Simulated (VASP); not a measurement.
Here is a VASP 6.6.1 calculation.

INCAR

```
ALGO     = Normal         # electronic algorithm
EDIFF    = 1E-6           # SCF threshold, eV
EDIFFG   = -0.01          # ionic threshold
ENCUT    = 600            # plane-wave cutoff, eV
GGA      = PE             # functional
IBRION   = 2              # ionic algorithm
ISIF     = 3              # what is computed and relaxed
ISMEAR   = 0              # smearing method
LASPH    = T              # aspherical terms in the spheres
LCHARG   = F              # write CHGCAR
LREAL    = F              # projectors in reciprocal space
LWAVE    = F              # write WAVECAR
NELM     = 100            # most SCF steps
NSW      = 100            # ionic steps
PREC     = Accurate       # precision mode
SIGMA    = 0.1            # smearing width, eV
```

Contents of KPOINTS:

```
k-points
0
Gamma
  10 10 4
```

Contents of POSCAR:

```
GaTe3W
1.0
    3.6247453103      0.0000000000      0.0000000000
    0.0000000000      3.6247453103      0.0000000000
    0.0000000000      0.0000000000      9.6216360788
Ga Te W
1 3 1
Direct
    0.0000000000      0.0000000000      0.0000000000
    0.0000000000      0.0000000000      0.7151082607
    0.0000000000      0.0000000000      0.2848917393
    0.5000000000      0.5000000000      0.5000000000
    0.5000000000      0.5000000000      0.0000000000
```

Potentials or basis: VASP PAW PBE potentials, release 64 (Ga_d, Te, W_sv).

Command:

```console
$ cat potpaw_PBE.64/Ga_d/POTCAR potpaw_PBE.64/Te/POTCAR potpaw_PBE.64/W_sv/POTCAR > POTCAR
$ mpirun -np 1 vasp_std > vasp.out
```

Problem. Predict the relaxed cell.

Solution. a = 3.620 Å, b = 3.620 Å, c = 9.584 Å, α = 90.00°, β = 90.00°, γ = 90.00°.

Problem. What does it give for the band gap on the k mesh?

Solution. Zero (an odd number of electrons rules out a gap without spin polarisation).

Forces in eV/Å, atoms in the order of the input:
```
Ga   0.000  0.000  0.000
Te   0.000  0.000 -0.002
Te   0.000  0.000  0.002
Te   0.000  0.000  0.000
W    0.000  0.000  0.000
```

Caveat: spin-orbit coupling is left out, which moves the levels of the heavy elements.
